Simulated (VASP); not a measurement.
Wanted: the native input for a VASP 6.6.1 run.

- Task: single point
- Functional: PBE
- Potentials or basis: VASP PAW PBE potentials, release 64 (Pt)
- Cutoff: 520 eV
- k mesh: 20 × 20 × 20
- Occupations: gaussian, width 0.15 eV
- Spin: no spin polarisation
- Dipole correction: no
- Further INCAR settings: ALGO = Normal; EDIFF = 1e-06; NBANDS = 11

The structure of Pt lies in POSCAR:

```
Pt
1.0
    0.0000000000      1.9579000000      1.8600050000
    1.9579000000      0.0000000000      1.8600050000
    1.9579000000      1.9579000000      0.0000000000
Pt
1
Direct
    0.0000000000      0.0000000000      0.0000000000
```

This cell differs from its parent crystal: strain +0.000 along x and y, -0.050 along z.

The input as run:

INCAR

```
ALGO = Normal
EDIFF = 1E-6
ENCUT = 520
GGA = PE
ISIF = 2
ISMEAR = 0
LASPH = True
LCHARG = False
LREAL = False
LWAVE = False
NBANDS = 11
NELM = 80
PREC = Accurate
SIGMA = 0.15
```

KPOINTS

```
k-points
0
Gamma
  20 20 20
```

Potentials or basis: VASP PAW PBE potentials, release 64 (Pt).

Run with:

```bash
$ cat potpaw_PBE.64/Pt/POTCAR > POTCAR
$ mpirun -np 1 vasp_std > vasp.out
```

It gave:

- Pressure: 29.3 GPa
- Band gap on the k mesh: zero (bands 5 and 6 overlap by 2.68 eV)

Caveat: the cell differs from its parent crystal (strain +0.000 along x and y, -0.050 along z); the cell stands under pressure; spin-orbit coupling is left out, which moves the levels of the heavy elements.

Wall time 94 s on 1 thread of Intel Xeon 8259CL (shared host), peak memory 0.22 GiB.
